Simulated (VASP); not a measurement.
# NiO in VASP: single point with PBE

Aim: the single point of NiO with PBE.

All numbers are computed with VASP 6.6.1; they aren't measurements. Logs are shortened: lines on timing, memory, paths and dates and some standing lists are left out, and cuts for length are marked.

## 1. The cell of the first run

The cell holds a wire or tube with vacuum around it, 2 atoms: a = 9.000 Å, b = 9.300 Å, c = 3.795 Å, α = 90.00°, β = 90.00°, γ = 90.00°.

## 2. Single point, PBE, collinear spin, ferromagnetic start

Input file INCAR:

```
ALGO = Normal
EDIFF = 1E-7
ENCUT = 520
GGA = PE
ISIF = 2
ISMEAR = 0
ISPIN = 2
LASPH = True
LCHARG = False
LMAXMIX = 4
LORBIT = 11
LREAL = False
LWAVE = False
MAGMOM = 1.6 0.5
NBANDS = 19
NELM = 150
PREC = Accurate
SIGMA = 0.05
```

Input file KPOINTS:

```
k-points
0
Gamma
  1 1 17
```

Input file POSCAR:

```
NiO
1.0
    9.0000000000      0.0000000000      0.0000000000
    0.0000000000      9.3000000000      0.0000000000
    0.0000000000      0.0000000000      3.7947169513
Ni O
1 1
Direct
    0.5000000000      0.5000000000      0.0000000000
    0.5000000000      0.5000000000      0.5000000000
```

Potentials or basis: VASP PAW PBE potentials, release 64 (Ni, O).

The run is started by

```console
$ cat potpaw_PBE.64/Ni/POTCAR potpaw_PBE.64/O/POTCAR > POTCAR
$ mpirun -np 1 vasp_std > vasp.out
```

OUTCAR:

```text
EDIFF = 1E-7
   ENCUT = 520
   GGA = PE
   ISIF = 2
   ISMEAR = 0
   ISPIN = 2
   LASPH = True
   LORBIT = 11
   LREAL = False
   NELM = 150
   PREC = Accurate

 ion  position               nearest neighbor table
   1  0.500  0.500  0.000-   2 1.90   2 1.90
   2  0.500  0.500  0.500-   1 1.90   1 1.90

  LATTYP: Found a simple orthorhombic cell.
 ALAT       =     3.7947169513
 B/A-ratio  =     2.3717183957
 C/A-ratio  =     2.4507756756

  Lattice vectors:

 A1 = (   0.0000000000,   0.0000000000,   3.7947169513)
 A2 = (   9.0000000000,   0.0000000000,   0.0000000000)
 A3 = (   0.0000000000,   9.3000000000,   0.0000000000)

Analysis of symmetry for initial positions (statically):
=====================================================================
 Subroutine PRICEL returns:
 Original cell was already a primitive cell.

 Routine SETGRP: Setting up the symmetry group for a
 simple orthorhombic supercell.

 Subroutine GETGRP returns: Found  8 space group operations
 (whereof  8 operations were pure point group operations)
 out of a pool of  8 trial point group operations.

The static configuration has the point symmetry D_2h.

Analysis of symmetry for dynamics (positions and initial velocities):
=====================================================================
 Subroutine PRICEL returns:
 Original cell was already a primitive cell.

 Routine SETGRP: Setting up the symmetry group for a
 simple orthorhombic supercell.

 Subroutine GETGRP returns: Found  8 space group operations
 (whereof  8 operations were pure point group operations)
 out of a pool of  8 trial point group operations.

The dynamic configuration has the point symmetry D_2h.

Analysis of structural, dynamic, and magnetic symmetry:
=====================================================================
 Subroutine PRICEL returns:
 Original cell was already a primitive cell.

 Routine SETGRP: Setting up the symmetry group for a
 simple orthorhombic supercell.

 Subroutine GETGRP returns: Found  8 space group operations
 (whereof  8 operations were pure point group operations)
 out of a pool of  8 trial point group operations.

The overall configuration has the point symmetry D_2h.

 Subroutine INISYM returns: Found  8 space group operations
 (whereof  8 operations are pure point group operations),
 and found     1 'primitive' translations

----------------------------------------------------------------------------------------

                                     Primitive cell

  volume of cell :     317.6178

  direct lattice vectors                    reciprocal lattice vectors
     9.000000000  0.000000000  0.000000000     0.111111111  0.000000000  0.000000000
     0.000000000  9.300000000  0.000000000     0.000000000  0.107526882  0.000000000
     0.000000000  0.000000000  3.794716951     0.000000000  0.000000000  0.263524266

  length of vectors
     9.000000000  9.300000000  3.794716951     0.111111111  0.107526882  0.263524266

  position of ions in fractional coordinates (direct lattice)
     0.500000000  0.500000000  0.000000000
     0.500000000  0.500000000  0.500000000

  ion indices of the primitive-cell ions
   primitive index   ion index
                 1           1
                 2           2

----------------------------------------------------------------------------------------

 KPOINTS: k-points

Automatic generation of k-mesh.
 Grid dimensions read from file:
 generate k-points for:    1    1   17

 Generating k-lattice:

  Cartesian coordinates                     Fractional coordinates (reciprocal lattice)
     0.111111111  0.000000000  0.000000000     1.000000000  0.000000000  0.000000000
     0.000000000  0.107526882  0.000000000     0.000000000  1.000000000  0.000000000
     0.000000000  0.000000000  0.015501427     0.000000000  0.000000000  0.058823529

  Length of vectors
     0.111111111  0.107526882  0.015501427

  Shift w.r.t. Gamma in fractional coordinates (k-lattice)
     0.000000000  0.000000000  0.000000000

 Subroutine IBZKPT returns following result:
 ===========================================

 Found      9 irreducible k-points:

 Following reciprocal coordinates:
            Coordinates               Weight
  0.000000  0.000000  0.000000      1.000000
  0.000000  0.000000  0.058824      2.000000
  0.000000  0.000000  0.117647      2.000000
  0.000000  0.000000  0.176471      2.000000
  0.000000  0.000000  0.235294      2.000000
  0.000000  0.000000  0.294118      2.000000
  0.000000  0.000000  0.352941      2.000000
  0.000000  0.000000  0.411765      2.000000
  0.000000  0.000000  0.470588      2.000000
   k-points           NKPTS =      9   k-points in BZ     NKDIM =      9   number of bands    NBANDS=     19
   number of dos      NEDOS =    301   number of ions     NIONS =      2
   total plane-waves  NPLWV = 137200
   dimension x,y,z NGX =    70 NGY =   70 NGZ =   28
   dimension x,y,z NGXF=   140 NGYF=  140 NGZF=   56
   ions per type =               1   1
   NGX,Y,Z   is equivalent  to a cutoff of  12.93, 12.51, 12.27 a.u.
   NGXF,Y,Z  is equivalent  to a cutoff of  25.86, 25.03, 24.53 a.u.
 SYSTEM =  unknown system
   PREC   = accura    normal or accurate (medium, high low for compatibility)
   ISTART =      0    job   : 0-new  1-cont  2-samecut
   ICHARG =      2    charge: 1-file 2-atom 10-const
   ISPIN  =      2    spin polarized calculation?
   LNONCOLLINEAR =      F non collinear calculations
   LSORBIT =      F    spin-orbit coupling
   LASPH  =      T    aspherical Exc in radial PAW
   ENCUT  =  520.0 eV  38.22 Ry    6.18 a.u.  16.73 17.29  7.06*2*pi/ulx,y,z
   NELM   =    150;   NELMIN=  2; NELMDL= -5     # of ELM steps
   EDIFF  = 0.1E-06   stopping-criterion for ELM
   LREAL  =      F    real-space projection
   EDIFFG = 0.1E-05   stopping-criterion for IOM
   NSW    =      0    number of steps for IOM
   IBRION =     -1    ionic relax: 0-MD 1-quasi-New 2-CG
   NFREE  =      0    steps in history (QN), initial steepest desc. (CG)
   ISIF   =      2    stress and relaxation
   ISYM   =      2    0-nonsym 1-usesym 2-fastsym
   POTIM  = 0.5000    time-step for ionic-motion
   TEBEG  =    0.0;   TEEND  =   0.0 temperature during run
   PSTRESS=    0.0 pullay stress
   NELECT =      16.0000    total number of electrons
   NUPDOWN=      -1.0000    fix difference up-down
   EMIN   =  10.00;   EMAX   =-10.00  energy-range for DOS
   EFERMI =   0.00;   METHOD = LEGACY
   ISMEAR =     0;   SIGMA  =   0.05  broadening in eV -4-tet -1-fermi 0-gaus
   EFERMI_NEDOS =   21; number of points for ismear=-14 and -15
   IALGO  =     38    algorithm
   IMIX   =      4    mixing-type and parameters
     AMIX     =   0.40;   BMIX     =  1.00
     AMIX_MAG =   1.60;   BMIX_MAG =  1.00
  volume/ion in A,a.u.               =     158.81      1071.70
  Fermi-wavevector in a.u.,A,eV,Ry     =   0.604616  1.142559  4.973758  0.365561
  Thomas-Fermi vector in A             =   1.658036
   LORBIT       =     11    0 simple, 1 ext, 2 COOP (PROOUT), +10 PAW based schemes
   GGA     = PE    functional components
   LHFCALC =     F    Hartree Fock is set to
   AEXX    =    0.0000 exact exchange contribution
   IVDW    =     0    specifies the selected vdW correction
   LEPSILON=     F    determine dielectric tensor
   LRPA    =     F    only Hartree local field effects (RPA)
 spin polarized calculation
 Gauss-broadening in eV      SIGMA  =   0.05
  energy-cutoff  :      520.00
  volume of cell :      317.62
 maximum number of plane-waves:      8580
 NGX is ok and might be reduce to    70
   NGX = 33   NGY = 35   NGZ = 15

 number of electron      15.9999997 magnetization       2.0000371

 Free energy of the ion-electron system (eV)
  ---------------------------------------------------
  ext. energy  EPLUGINS =         0.00000000
  ---------------------------------------------------
  free energy    TOTEN  =        -9.73856318 eV

  energy without entropy =       -9.73337998  energy(sigma->0) =       -9.73597158

 E-fermi :  -5.0038     XC(G=0):  -1.8900

 val. band max:       -5.0516053723   @ k =   0.0000   0.0000   0.2941
 cond. band min:      -4.9818611862   @ k =   0.0000   0.0000   0.3529
 fundamental gap:      0.0697441861
 Fermi energy:        -5.0037958785

 spin component 1

 k-point     1 :       0.0000    0.0000    0.0000
  band No.  band energies     occupation
      1     -22.2045      1.00000
      2      -8.0243      1.00000
      3      -7.1955      1.00000
      4      -7.1954      1.00000
      5      -7.1108      1.00000
      6      -7.1106      1.00000
[... 11 lines left out ...]
     18       3.2071      0.00000
     19       5.4580      0.00000
[... 155 lines left out ...]
 k-point     9 :       0.0000    0.0000    0.4706
  band No.  band energies     occupation
      1     -21.9008      1.00000
      2     -10.5301      1.00000
      3      -8.4696      1.00000
      4      -8.4695      1.00000
      5      -6.0019      1.00000
      6      -6.0010      1.00000
[... 11 lines left out ...]
     18       4.4197      0.00000
     19       4.5356      0.00000
 Fermi energy:        -5.0037958785

 spin component 2

 k-point     1 :       0.0000    0.0000    0.0000
  band No.  band energies     occupation
      1     -21.3251      1.00000
      2      -7.6330      1.00000
      3      -6.1225      1.00000
      4      -6.1223      1.00000
      5      -5.5886      1.00000
      6      -5.2567      1.00000
[... 11 lines left out ...]
     18       3.1470      0.00000
     19       5.5380      0.00000
[... 155 lines left out ...]
 k-point     9 :       0.0000    0.0000    0.4706
  band No.  band energies     occupation
      1     -20.9951      1.00000
      2     -10.0133      1.00000
      3      -7.1102      1.00000
      4      -7.1100      1.00000
      5      -5.0728      0.97445
      6      -5.0719      0.97305
[... 11 lines left out ...]
     18       4.3782      0.00000
     19       4.5194      0.00000

------------------------ aborting loop because EDIFF is reached ----------------------------------------

  FORCE on cell =-STRESS in cart. coord.  units (eV):
  Direction    XX          YY          ZZ          XY          YZ          ZX
  --------------------------------------------------------------------------------------
  -------------------------------------------------------------------------------------
  Total       -0.0234383     -0.0227119    -10.8401575      0.0000000      0.0000000      0.0000000
  in kB       -0.1182312     -0.1145668    -54.6816144      0.0000000      0.0000000      0.0000000
  external PRESSURE =     -18.3048041 kB  Pullay stress =       0.0000000 kB

 VOLUME and BASIS-vectors are now :
 -----------------------------------------------------------------------------
  energy-cutoff  :      520.00
  volume of cell :      317.62
      direct lattice vectors                 reciprocal lattice vectors
     9.000000000  0.000000000  0.000000000     0.111111111  0.000000000  0.000000000
     0.000000000  9.300000000  0.000000000     0.000000000  0.107526882  0.000000000
     0.000000000  0.000000000  3.794716951     0.000000000  0.000000000  0.263524266

 POSITION                                       TOTAL-FORCE (eV/Angst)
 -----------------------------------------------------------------------------------
      4.50000      4.65000      0.00000         0.000000      0.000000      0.000000
      4.50000      4.65000      1.89736         0.000000      0.000000      0.000000
 -----------------------------------------------------------------------------------
    total drift:                                0.000000      0.000000      0.000000

  FREE ENERGIE OF THE ION-ELECTRON SYSTEM (eV)
  ---------------------------------------------------
  free  energy   TOTEN  =        -9.7385631765 eV

  energy  without entropy=       -9.7333799766  energy(sigma->0) =       -9.73597158

 total charge

# of ion       s       p       d       tot
------------------------------------------
    1        0.354   0.279   8.196   8.830
    2        1.558   3.303   0.000   4.861
--------------------------------------------------
tot          1.912   3.582   8.196  13.691

 magnetization (x)

# of ion       s       p       d       tot
------------------------------------------
    1        0.044   0.003   1.316   1.363
    2        0.008   0.474   0.000   0.482
--------------------------------------------------
tot          0.052   0.478   1.316   1.845
```

Run time: 1.8 min. Hardware: 1 thread of Intel Xeon 6975P-C (Granite Rapids), shared host; peak memory 0.52 GiB.

Results:

```
Free energy                                           : -9.7386 eV
Band gap on the k mesh                                : zero (filled and empty bands overlap)
Net moment                                            : 2.00 μB per cell
Site moments                                          : Ni +1.36; O +0.48 μB
Valence electrons inside the program's atomic spheres : Ni 8.83; O 4.86
```

Caveat: semilocal functionals often make such compounds metallic where correlation or magnetic order opens a gap, which also shifts bond lengths.

The gap in the log of VASP goes by the Fermi energy; the results here count the filled bands.